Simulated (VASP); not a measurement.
Input of a VASP 6.6.1 run:

Contents of INCAR:

```
PREC = Accurate ; ENCUT = 520
EDIFF = 1E-6 ; ISMEAR = -1
SIGMA = 0.05 ; LREAL = F
LASPH = T ; NELM = 150
ALGO = Normal ; ISIF = 2
LWAVE = F ; LCHARG = F
ISPIN = 2 ; MAGMOM = 2 2
LORBIT = 11 ; LMAXMIX = 4
GGA = PS ; NBANDS = 20
```

The input KPOINTS:

```
regular mesh
0
Gamma
  12 12 7
```

File POSCAR:

```
Co
1.0
    2.4248946973      0.0000000000      0.0000000000
   -1.2124473486      2.1000204093      0.0000000000
    0.0000000000      0.0000000000      3.9147794643
Co
2
Direct
    0.6666666667      0.3333333333      0.7500000000
    0.3333333333      0.6666666667      0.2500000000
```

Potentials or basis: VASP PAW PBE potentials, release 64 (Co).

Command:

```bash
$ cat potpaw_PBE.64/Co/POTCAR > POTCAR
$ mpirun -np 1 vasp_std > vasp.out
```

(1) Estimate the site moments.

(2) Predict the pressure.

Results:

(1) Co +1.51 μB.

(2) 8.9 GPa.

Caveat: the PAW data sets were made with another functional, which shifts forces and pressure a little.
